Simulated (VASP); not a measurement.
Here is a VASP 6.6.1 calculation.

INCAR

```
SYSTEM = BAs
PREC = Accurate ; ENCUT = 520
EDIFF = 1E-6 ; ISMEAR = 0
SIGMA = 0.1 ; LREAL = .FALSE.
LASPH = .TRUE. ; NELM = 80
ALGO = Normal ; ISIF = 2
LWAVE = .FALSE. ; LCHARG = .FALSE.
GGA = PE ; NBANDS = 11
```

KPOINTS

```
Automatic mesh
0
G
  6 6 6
  0 0 0
```

POSCAR

```
BAs
1.0
    0.0000000000      2.3884999800      2.3884999800
    2.3884999800      0.0000000000      2.3884999800
    2.3884999800      2.3884999800      0.0000000000
B As
1 1
Direct
    0.0000000000      0.0000000000      0.0000000000
    0.2500000000      0.2500000000      0.2500000000
```

Potentials or basis: VASP PAW PBE potentials, release 64 (B, As).

Command:

```sh
$ cat potpaw_PBE.64/B/POTCAR potpaw_PBE.64/As/POTCAR > POTCAR
$ mpirun -np 1 vasp_std > vasp.out
```

(1) What does it give for the band gap on the k mesh?

(2) Predict the pressure.

## Answers

(1) 1.27 eV, indirect (least direct gap 3.27 eV).

(2) 3.5 GPa.
